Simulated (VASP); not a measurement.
A run of VASP 6.6.1 is set up as follows.

Contents of INCAR:

```
SYSTEM = Si
ALGO = Normal ; EDIFF = 1E-6
ENCUT = 520 ; GGA = PE
ISIF = 2 ; ISMEAR = 0
LASPH = .True. ; LCHARG = .False.
LREAL = .False. ; LWAVE = .False.
NBANDS = 16 ; NELM = 60
PREC = Accurate ; SIGMA = 0.05
```

KPOINTS

```
k-points
0
Gamma
  10 10 10
  0 0 0
```

Contents of POSCAR:

```
Si
1.0
   -3.3455832176      3.3455832176      1.9304179803
    3.3455832176     -3.3455832176      1.9304179803
    3.3455832176      3.3455832176     -1.9304179803
Si
4
Direct
    0.1592830107      0.1682500571      0.3482539688
    0.8227828965      0.8317499429      0.6338119383
    0.1875775540      0.8213894924      0.0089670464
    0.8303565388      0.1786105076      0.0089670464
```

Potentials or basis: VASP PAW PBE potentials, release 64 (Si).

Launch:

```console
$ cat potpaw_PBE.64/Si/POTCAR > POTCAR
$ mpirun -np 1 vasp_std > vasp.out
```

Question: Predict the band gap on the k mesh.

Answer: 0.26 eV (least direct gap 0.35 eV).

Question: Predict the largest force.

Answer: 1.454 eV/Å.

Question: Predict the pressure.

Answer: 0.5 GPa.

Forces on the atoms (eV/Å):
```
Si  -0.087  1.103  0.943
Si   0.086  0.814 -0.963
Si   0.023 -0.750  0.004
Si  -0.022 -1.168  0.016
```

Caveat: the cell differs from its parent crystal (atoms displaced along a vibrational mode); forces of over 1 eV/Å act on the atoms, so gaps and moduli don't describe the material at rest. A k mesh can miss the band edges.
